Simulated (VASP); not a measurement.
A run of VASP 6.6.1 is set up as follows.

File INCAR:

```
SYSTEM = B
ALGO = Normal
EDIFF = 1E-6
ENCUT = 520
GGA = PE
ISIF = 2
ISMEAR = -1
LASPH = .True.
LCHARG = .False.
LREAL = .False.
LWAVE = .False.
NBANDS = 12
NELM = 80
PREC = Accurate
SIGMA = 0.1
```

Contents of KPOINTS:

```
k-points
0
Gamma
  11 11 15
  0 0 0
```

File POSCAR:

```
B
1.0
    2.8628080478      0.0000000000      0.0000000000
   -1.4314040239      2.4792644955      0.0000000000
    0.0000000000      0.0000000000      2.8258455329
B
3
Direct
    0.0000000000      0.0000000000      0.0000000000
    0.3333333333      0.6666666667      0.5000000000
    0.6666666667      0.3333333333      0.5000000000
```

Potentials or basis: VASP PAW PBE potentials, release 64 (B).

Launch:

```sh
$ cat potpaw_PBE.64/B/POTCAR > POTCAR
$ mpirun -np 1 vasp_std > vasp.out
```

Question: Estimate the band gap on the k mesh.

Answer: Zero (an odd number of electrons rules out a gap without spin polarisation).

Question: Predict the pressure.

Answer: 0.0 GPa.

Stress tensor (GPa, compression positive):
```
 0.05  0.00  0.00
 0.00  0.05  0.00
 0.00  0.00 -0.09
```
